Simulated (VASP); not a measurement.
# InP (I-4m2) in VASP: a series of runs

InP is run at these levels: PBE; tasks: single point.

All numbers are computed with VASP 6.6.1; they aren't measurements. Logs are shortened: lines on timing, memory, paths and dates and some standing lists are left out, and cuts for length are marked.

### 1 The cell of the first run

The structure is tetragonal, space group I-4m2 (No. 119). Conventional cell: a = 3.900 Å, b = 3.900 Å, c = 6.618 Å, α = 90.00°, β = 90.00°, γ = 90.00°. Within 3.4 Å of In (site symmetry -4m2) lie 4 P at 2.56 Å. Within 3.4 Å of P (site symmetry -4m2) lie 4 In at 2.56 Å.

### 2 Single point, PBE

Contents of INCAR:

```
PREC = Accurate ; ENCUT = 520
EDIFF = 1E-6 ; ISMEAR = 0
SIGMA = 0.05 ; LREAL = F
LASPH = T ; NELM = 100
ALGO = Normal ; ISIF = 2
LWAVE = F ; LCHARG = F
GGA = PE ; NBANDS = 16
```

Contents of KPOINTS:

```
regular mesh
0
Gamma
  10 10 10
```

Contents of POSCAR:

```
InP
1.0
    0.0000000000      2.7577060826      3.3092472992
    2.7577060826      0.0000000000      3.3092472992
    2.7577060826      2.7577060826      0.0000000000
In P
1 1
Direct
    0.0000000000      0.0000000000      0.0000000000
    0.7500000000      0.7500000000      0.7500000000
```

Potentials or basis: VASP PAW PBE potentials, release 64 (In_d, P).

Command:

```
$ cat potpaw_PBE.64/In_d/POTCAR potpaw_PBE.64/P/POTCAR > POTCAR
$ mpirun -np 1 vasp_std > vasp.out
```

OUTCAR:

```text
PREC = Accurate
   ENCUT = 520
   EDIFF = 1E-6
   ISMEAR = 0
   LREAL = F
   LASPH = T
   NELM = 100
   ISIF = 2
   GGA = PE

 ion  position               nearest neighbor table
   1  0.000  0.000  0.000-   2 2.56   2 2.56   2 2.56   2 2.56
   2  0.750  0.750  0.750-   1 2.56   1 2.56   1 2.56   1 2.56

  LATTYP: Found a body centered tetragonal cell.
 ALAT       =     3.8999853431
 C/A-ratio  =     1.6970562749

  Lattice vectors:

 A1 = (  -2.7577060826,   0.0000000000,   3.3092472992)
 A2 = (   2.7577060826,   0.0000000000,   3.3092472992)
 A3 = (   0.0000000000,   2.7577060826,  -3.3092472992)

Analysis of symmetry for initial positions (statically):
=====================================================================
 Subroutine PRICEL returns:
 Original cell was already a primitive cell.

 Routine SETGRP: Setting up the symmetry group for a
 body centered tetragonal supercell.

 Subroutine GETGRP returns: Found  8 space group operations
 (whereof  8 operations were pure point group operations)
 out of a pool of 16 trial point group operations.

The static configuration has the point symmetry D_2d.

Analysis of symmetry for dynamics (positions and initial velocities):
=====================================================================
 Subroutine PRICEL returns:
 Original cell was already a primitive cell.

 Routine SETGRP: Setting up the symmetry group for a
 body centered tetragonal supercell.

 Subroutine GETGRP returns: Found  8 space group operations
 (whereof  8 operations were pure point group operations)
 out of a pool of 16 trial point group operations.

The dynamic configuration has the point symmetry D_2d.

 Subroutine INISYM returns: Found  8 space group operations
 (whereof  8 operations are pure point group operations),
 and found     1 'primitive' translations

----------------------------------------------------------------------------------------

                                     Primitive cell

  volume of cell :      50.3333

  direct lattice vectors                    reciprocal lattice vectors
     0.000000000  2.757706083  3.309247299    -0.181310112  0.181310112  0.151091760
     2.757706083  0.000000000  3.309247299     0.181310112 -0.181310112  0.151091760
     2.757706083  2.757706083  0.000000000     0.181310112  0.181310112 -0.151091760

  length of vectors
     4.307674608  4.307674608  3.899985343     0.297616253  0.297616253  0.297616253

  position of ions in fractional coordinates (direct lattice)
     0.000000000  0.000000000  0.000000000
     0.750000000  0.750000000  0.750000000

  ion indices of the primitive-cell ions
   primitive index   ion index
                 1           1
                 2           2

----------------------------------------------------------------------------------------

 KPOINTS: regular mesh

Automatic generation of k-mesh.
 Grid dimensions read from file:
 generate k-points for:   10   10   10

 Generating k-lattice:

  Cartesian coordinates                     Fractional coordinates (reciprocal lattice)
    -0.018131011  0.018131011  0.015109176     0.100000000  0.000000000  0.000000000
     0.018131011 -0.018131011  0.015109176     0.000000000  0.100000000  0.000000000
     0.018131011  0.018131011 -0.015109176     0.000000000  0.000000000  0.100000000

  Length of vectors
     0.029761625  0.029761625  0.029761625

  Shift w.r.t. Gamma in fractional coordinates (k-lattice)
     0.000000000  0.000000000  0.000000000

 Subroutine IBZKPT returns following result:
 ===========================================

 Found    102 irreducible k-points:

 Following reciprocal coordinates:
            Coordinates               Weight
  0.000000  0.000000  0.000000      1.000000
  0.100000  0.000000  0.000000      8.000000
  0.200000  0.000000  0.000000      8.000000
  0.300000  0.000000  0.000000      8.000000
  0.400000  0.000000  0.000000      8.000000
  0.500000  0.000000  0.000000      4.000000
[... 16 lines left out ...]
  0.300000  0.300000  0.000000      2.000000
  0.400000  0.300000  0.000000      8.000000
 [... further k-points ...]
   k-points           NKPTS =    102   k-points in BZ     NKDIM =    102   number of bands    NBANDS=     16
   number of dos      NEDOS =    301   number of ions     NIONS =      2
   total plane-waves  NPLWV =  30720
   dimension x,y,z NGX =    32 NGY =   32 NGZ =   30
   dimension x,y,z NGXF=    64 NGYF=   64 NGZF=   60
   ions per type =               1   1
   NGX,Y,Z   is equivalent  to a cutoff of  12.35, 12.35, 12.79 a.u.
   NGXF,Y,Z  is equivalent  to a cutoff of  24.70, 24.70, 25.58 a.u.
 SYSTEM =  unknown system
   PREC   = accura    normal or accurate (medium, high low for compatibility)
   ISTART =      0    job   : 0-new  1-cont  2-samecut
   ICHARG =      2    charge: 1-file 2-atom 10-const
   ISPIN  =      1    spin polarized calculation?
   LNONCOLLINEAR =      F non collinear calculations
   LSORBIT =      F    spin-orbit coupling
[... 113 lines left out ...]
      6      -4.7915      2.00000
[... 8 lines left out ...]
     15      14.8697      0.00000
     16      15.7844      0.00000

 k-point     6 :       0.5000    0.0000    0.0000
  band No.  band energies     occupation
      1      -9.1286      2.00000
      2      -9.0111      2.00000
      3      -8.9562      2.00000
      4      -8.9006      2.00000
      5      -8.8329      2.00000
      6      -4.5345      2.00000
[... 8 lines left out ...]
     15      15.4795      0.00000
     16      15.6726      0.00000

 k-point     7 :       0.1000    0.1000    0.0000
  band No.  band energies     occupation
      1      -9.0958      2.00000
      2      -8.9777      2.00000
      3      -8.9777      2.00000
      4      -8.8903      2.00000
      5      -8.8799      2.00000
      6      -6.1293      2.00000
[... 8 lines left out ...]
     15      14.3716      0.00000
     16      15.7641      0.00000

 k-point     8 :       0.2000    0.1000    0.0000
  band No.  band energies     occupation
      1      -9.1058      2.00000
      2      -8.9797      2.00000
      3      -8.9686      2.00000
      4      -8.8907      2.00000
      5      -8.8755      2.00000
      6      -5.9018      2.00000
[... 8 lines left out ...]
     15      15.2580      0.00000
     16      15.6405      0.00000

 k-point     9 :       0.3000    0.1000    0.0000
  band No.  band energies     occupation
      1      -9.1136      2.00000
      2      -8.9915      2.00000
      3      -8.9584      2.00000
      4      -8.8934      2.00000
      5      -8.8647      2.00000
      6      -5.4817      2.00000
[... 8 lines left out ...]
     15      15.1245      0.00000
     16      15.5254      0.00000
[... 172 lines left out ...]
 k-point    19 :       0.5000    0.2000    0.0000
  band No.  band energies     occupation
      1      -9.1459      2.00000
      2      -8.9843      2.00000
      3      -8.9385      2.00000
      4      -8.8945      2.00000
      5      -8.8533      2.00000
      6      -4.5185      2.00000
[... 8 lines left out ...]
     15      15.8730      0.00000
     16      15.9457      0.00000

 k-point    20 :      -0.4000    0.2000    0.0000
  band No.  band energies     occupation
      1      -9.1396      2.00000
      2      -8.9950      2.00000
      3      -8.9406      2.00000
      4      -8.9029      2.00000
      5      -8.8444      2.00000
      6      -4.3324      2.00000
[... 8 lines left out ...]
     15      15.0724      0.00000
     16      16.1543      0.00000

 k-point    21 :      -0.3000    0.2000    0.0000
  band No.  band energies     occupation
      1      -9.1247      2.00000
      2      -9.0039      2.00000
      3      -8.9462      2.00000
      4      -8.9107      2.00000
      5      -8.8431      2.00000
      6      -4.5961      2.00000
[... 8 lines left out ...]
     15      15.0602      0.00000
     16      16.6322      0.00000

 k-point    22 :      -0.2000    0.2000    0.0000
  band No.  band energies     occupation
      1      -9.0993      2.00000
      2      -9.0159      2.00000
      3      -8.9563      2.00000
      4      -8.9120      2.00000
      5      -8.8492      2.00000
      6      -5.0721      2.00000
[... 8 lines left out ...]
     15      14.8307      0.00000
     16      15.6061      0.00000

 k-point    23 :       0.3000    0.3000    0.0000
  band No.  band energies     occupation
      1      -9.1657      2.00000
      2      -8.9365      2.00000
      3      -8.9365      2.00000
      4      -8.8818      2.00000
      5      -8.8817      2.00000
      6      -5.2513      2.00000
[... 8 lines left out ...]
     15      16.5083      0.00000
     16      17.4483      0.00000

 k-point    24 :       0.4000    0.3000    0.0000
  band No.  band energies     occupation
      1      -9.1746      2.00000
      2      -8.9364      2.00000
      3      -8.9274      2.00000
      4      -8.8820      2.00000
      5      -8.8790      2.00000
      6      -4.8843      2.00000
[... 8 lines left out ...]
     15      16.4299      0.00000
     16      17.5039      0.00000

 [... further k-points ...]

------------------------ aborting loop because EDIFF is reached ----------------------------------------

  FORCE on cell =-STRESS in cart. coord.  units (eV):
  Direction    XX          YY          ZZ          XY          YZ          ZX
  --------------------------------------------------------------------------------------
  -------------------------------------------------------------------------------------
  Total        1.8762680      1.8762680     -1.3394837      0.0000000      0.0000000      0.0000000
  in kB       59.7241931     59.7241931    -42.6376080      0.0000000      0.0000000      0.0000000
  external PRESSURE =      25.6035927 kB  Pullay stress =       0.0000000 kB

 VOLUME and BASIS-vectors are now :
 -----------------------------------------------------------------------------
  energy-cutoff  :      520.00
  volume of cell :       50.33
      direct lattice vectors                 reciprocal lattice vectors
     0.000000000  2.757706083  3.309247299    -0.181310112  0.181310112  0.151091760
     2.757706083  0.000000000  3.309247299     0.181310112 -0.181310112  0.151091760
     2.757706083  2.757706083  0.000000000     0.181310112  0.181310112 -0.151091760

 POSITION                                       TOTAL-FORCE (eV/Angst)
 -----------------------------------------------------------------------------------
      0.00000      0.00000      0.00000        -0.000000     -0.000000      0.000000
      4.13656      4.13656      4.96387         0.000000      0.000000     -0.000000
 -----------------------------------------------------------------------------------
    total drift:                               -0.000003     -0.000003      0.000001

  FREE ENERGIE OF THE ION-ELECTRON SYSTEM (eV)
  ---------------------------------------------------
  free  energy   TOTEN  =        -8.2061548867 eV

  energy  without entropy=       -8.2061301283  energy(sigma->0) =       -8.20614251
```

It took 1.7 min on 1 thread of Intel Xeon 8259CL, shared host; peak memory 0.23 GiB.

What came out:

```
Free energy            : -8.2062 eV
Pressure               : 2.6 GPa
Band gap on the k mesh : 0.11 eV
```

Stress tensor (GPa, compression positive):
```
 5.97  0.00  0.00
 0.00  5.97  0.00
 0.00  0.00 -4.26
```

Caveat: spin-orbit coupling is left out, which moves the levels of the heavy elements.

### 3 Single point, PBE

This run uses another cell than the first one, of the same volume but with other edges.

Contents of INCAR:

```
  ALGO = Normal
  EDIFF = 1E-7
  ENCUT = 520
  GGA = PE
  ISIF = 2
  ISMEAR = 0
  LASPH = True
  LCHARG = True
  LELF = True
  LREAL = False
  LVHAR = True
  LWAVE = False
  NBANDS = 16
  NELM = 100
  PREC = Accurate
  SIGMA = 0.05
```

Contents of KPOINTS:

```
k-points
0
Gamma
  10 10 10
```

Contents of POSCAR:

```
InP
1.0
    0.0000000000      3.1835391241      2.4831605168
    3.1835391241      0.0000000000      2.4831605168
    3.1835391241      3.1835391241      0.0000000000
In P
1 1
Direct
    0.0000000000      0.0000000000      0.0000000000
    0.7500000000      0.7500000000      0.7500000000
```

Potentials or basis: VASP PAW PBE potentials, release 64 (In_d, P).

Command:

```
$ cat potpaw_PBE.64/In_d/POTCAR potpaw_PBE.64/P/POTCAR > POTCAR
$ mpirun -np 1 vasp_std > vasp.out
```

Wall time 2.4 min (1 thread of Intel Xeon 8259CL, shared host); peak memory 0.23 GiB.

It converged, with:

| Property | Result |
| --- | --- |
| Free energy | -8.2028 eV |
| Pressure | 1.6 GPa |
| Band gap on the k mesh | 0.02 eV |

Stress tensor (GPa, compression positive):
```
-0.28  0.00  0.00
 0.00 -0.28  0.00
 0.00  0.00  5.50
```

Levels at points of the mesh, in eV from the valence-band top:
```
           k point  band 7  band 8  band 9  band 10  band 11  band 12
(0.00, 0.00, 0.00)   -0.78   -0.78    0.00     0.02     3.76     4.11
(0.50, 0.00, 0.00)   -6.07   -2.04   -0.85     0.43     3.62     5.67
(0.50, 0.50, 0.00)   -5.11   -3.54   -3.54     0.39     0.76     8.94
(0.50, 0.00, 0.50)   -6.58   -2.17   -2.01     1.85     2.69     7.39
```

Caveat: spin-orbit coupling is left out, which moves the levels of the heavy elements. A k mesh can miss the band edges.

### 4 Single point, PBE

This run uses another cell than the first one, of the same volume but with other edges.

Contents of INCAR:

```
SYSTEM = InP
  PREC = Accurate
  ENCUT = 520
  EDIFF = 1E-6
  ISMEAR = 0
  SIGMA = 0.05
  LREAL = .FALSE.
  LASPH = .TRUE.
  NELM = 80
  ALGO = Normal
  ISIF = 2
  LWAVE = .FALSE.
  LCHARG = .FALSE.
  GGA = PE
  NBANDS = 16
```

Contents of KPOINTS:

```
Automatic mesh
0
G
  10 10 10
  0 0 0
```

Contents of POSCAR:

```
InP
1.0
    0.0000000000      2.6851008885      3.4906311550
    2.6851008885      0.0000000000      3.4906311550
    2.6851008885      2.6851008885      0.0000000000
In P
1 1
Direct
    0.0000000000      0.0000000000      0.0000000000
    0.7500000000      0.7500000000      0.7500000000
```

Command:

```
$ cat potpaw_PBE.64/In_d/POTCAR potpaw_PBE.64/P/POTCAR > POTCAR
$ mpirun -np 1 vasp_std > vasp.out
```

It took 2.2 min on 1 thread of Intel Xeon 8259CL, shared host; peak memory 0.23 GiB.

It converged, with:

```yaml
Free_energy: -7.9850 eV
Pressure: 2.0 GPa
Band_gap_on_the_k_mesh: zero (bands 9 and 10 overlap by 0.01 eV)
```

Stress tensor (GPa, compression positive):
```
 7.42  0.00  0.00
 0.00  7.42  0.00
 0.00  0.00 -8.70
```

Levels at points of the mesh, in eV from the Fermi level:
| k point | band 6 | band 7 | band 8 | band 9 | band 10 | band 11 | band 12 | band 13 |
| --- | --- | --- | --- | --- | --- | --- | --- | --- |
| (0.00, 0.00, 0.00) | -11.93 | -1.76 | -0.44 | 0.00 | 0.00 | 3.77 | 3.77 | 4.19 |
| (0.50, 0.00, 0.00) | -10.22 | -6.17 | -2.39 | -0.44 | -0.01 | 4.58 | 5.33 | 6.61 |
| (0.50, 0.50, 0.00) | -10.22 | -7.26 | -1.67 | -1.67 | 2.43 | 3.27 | 6.79 | 8.89 |
| (0.50, 0.00, 0.50) | -9.30 | -5.58 | -3.14 | -3.09 | 0.81 | 1.02 | 6.77 | 7.28 |

Caveat: semilocal functionals underestimate gaps, so a narrow gap can read as zero; spin-orbit coupling is left out, which moves the levels of the heavy elements.

### 5 Single point, PBE

This run uses another cell than the first one, of the same volume but with other edges.

Contents of INCAR:

```
SYSTEM = InP
PREC = Accurate
ENCUT = 520
EDIFF = 1E-6
ISMEAR = 0
SIGMA = 0.05
LREAL = .False.
LASPH = .True.
NELM = 60
ALGO = Normal
ISIF = 2
LWAVE = .False.
LCHARG = .False.
GGA = PE
NBANDS = 16
```

Contents of KPOINTS:

```
Automatic mesh
0
Gamma
  10 10 10
  0 0 0
```

Contents of POSCAR:

```
InP
1.0
    0.0000000000      3.0130923994      2.7720450074
    3.0130923994      0.0000000000      2.7720450074
    3.0130923994      3.0130923994      0.0000000000
In P
1 1
Direct
    0.0000000000      0.0000000000      0.0000000000
    0.7500000000      0.7500000000      0.7500000000
```

Command:

```
$ cat potpaw_PBE.64/In_d/POTCAR potpaw_PBE.64/P/POTCAR > POTCAR
$ mpirun -np 1 vasp_std > vasp.out
```

Wall time 97 s (1 thread of Intel Xeon 8259CL, shared host); peak memory 0.23 GiB.

The run converged. Its results:

```yaml
Free_energy: -8.3569 eV
Pressure: 3.1 GPa
Band_gap_on_the_k_mesh: 0.46 eV
```

Stress tensor (GPa, compression positive):
```
2.17 0.00 0.00
0.00 2.17 0.00
0.00 0.00 4.92
```

Levels at points of the mesh, in eV from the valence-band top:
```tsv
k point	band 5	band 6	band 7	band 8	band 9	band 10	band 11	band 12	band 13	band 14
(0.00, 0.00, 0.00)	-14.25	-11.72	-0.34	-0.34	0.00	0.46	3.83	3.95	3.95	8.31
(0.50, 0.00, 0.00)	-14.23	-10.00	-5.94	-1.44	-0.94	1.18	4.32	4.99	6.94	9.13
(0.50, 0.50, 0.00)	-14.21	-9.16	-5.61	-2.83	-2.83	1.28	1.55	9.32	9.32	9.49
(0.50, 0.00, 0.50)	-14.23	-9.45	-6.12	-2.38	-2.33	1.71	2.31	8.65	8.92	9.29
```

Caveat: the cell stands under pressure; spin-orbit coupling is left out, which moves the levels of the heavy elements.

### 6 Single point, PBE

This run uses another cell than the first one, of the same volume but with other edges.

Contents of INCAR:

```
PREC     = Accurate       # precision mode
ENCUT    = 520            # plane-wave cutoff, eV
EDIFF    = 1E-6           # SCF threshold, eV
ISMEAR   = 0              # smearing method
SIGMA    = 0.05           # smearing width, eV
LREAL    = False          # projectors in reciprocal space
LASPH    = True           # aspherical terms in the spheres
NELM     = 60             # most SCF steps
ALGO     = Normal         # electronic algorithm
ISIF     = 2              # what is computed and relaxed
LWAVE    = False          # write WAVECAR
LCHARG   = False          # write CHGCAR
GGA      = PE             # functional
NBANDS   = 16             # bands
```

Contents of KPOINTS:

```
regular mesh
0
Gamma
  10 10 10
```

Contents of POSCAR:

```
InP
1.0
    0.0000000000      2.8388612317      3.1227473548
    2.8388612317      0.0000000000      3.1227473548
    2.8388612317      2.8388612317      0.0000000000
In P
1 1
Direct
    0.0000000000      0.0000000000      0.0000000000
    0.7500000000      0.7500000000      0.7500000000
```

Potentials or basis: VASP PAW PBE potentials, release 64 (In_d, P).

Command:

```
$ cat potpaw_PBE.64/In_d/POTCAR potpaw_PBE.64/P/POTCAR > POTCAR
$ mpirun -np 1 vasp_std > vasp.out
```

Wall time 90 s (1 thread of Intel Xeon 8259CL, shared host); peak memory 0.23 GiB.

The run converged. Its results:

- Free energy: -8.3393 eV
- Pressure: 3.1 GPa
- Band gap on the k mesh: 0.49 eV

Stress tensor (GPa, compression positive):
```
 4.59  0.00  0.00
 0.00  4.59  0.00
 0.00  0.00 -0.01
```

Levels at points of the mesh, in eV from the valence-band top:
| k point | band 7 | band 8 | band 9 | band 10 | band 11 | band 12 |
| --- | --- | --- | --- | --- | --- | --- |
| (0.00, 0.00, 0.00) | -0.52 | 0.00 | 0.00 | 0.49 | 3.93 | 3.93 |
| (0.50, 0.00, 0.00) | -5.88 | -1.46 | -0.80 | 1.19 | 4.50 | 4.99 |
| (0.50, 0.50, 0.00) | -6.29 | -2.10 | -2.10 | 1.98 | 2.68 | 8.39 |
| (0.50, 0.00, 0.50) | -5.69 | -2.65 | -2.61 | 1.44 | 1.83 | 8.81 |

Caveat: the cell stands under pressure; spin-orbit coupling is left out, which moves the levels of the heavy elements.

### 7 Summary

| cell | gap on the mesh (eV) | pressure (GPa) |
| --- | --- | --- |
| a = 4.308, b = 4.308, c = 3.900 Å, angles 63.1, 63.1, 53.8°, 2 atoms | 0.11 | 2.6 |
| a = 4.037, b = 4.037, c = 4.502 Å, angles 56.1, 56.1, 67.8°, 2 atoms | 0.02 | 1.6 |
| a = 4.404, b = 4.404, c = 3.797 Å, angles 64.5, 64.5, 51.1°, 2 atoms | none | 2.0 |
| a = 4.094, b = 4.094, c = 4.261 Å, angles 58.6, 58.6, 62.7°, 2 atoms | 0.46 | 3.1 |
| a = 4.220, b = 4.220, c = 4.015 Å, angles 61.6, 61.6, 56.8°, 2 atoms | 0.49 | 3.1 |

Alike in all rows: task single point; level PBE; potentials or basis VASP PAW PBE potentials, release 64 (In_d, P); no spin polarisation; k mesh 10 × 10 × 10; cutoff (eV) 520; smearing gaussian 0.05 eV.

Caveats: spin-orbit coupling is left out, which moves the levels of the heavy elements; the cell stands under pressure (at least some runs); semilocal functionals underestimate gaps, so a narrow gap can read as zero (at least some runs).

Total energies depend on the potentials used, so only differences within one code and one set of settings carry meaning.
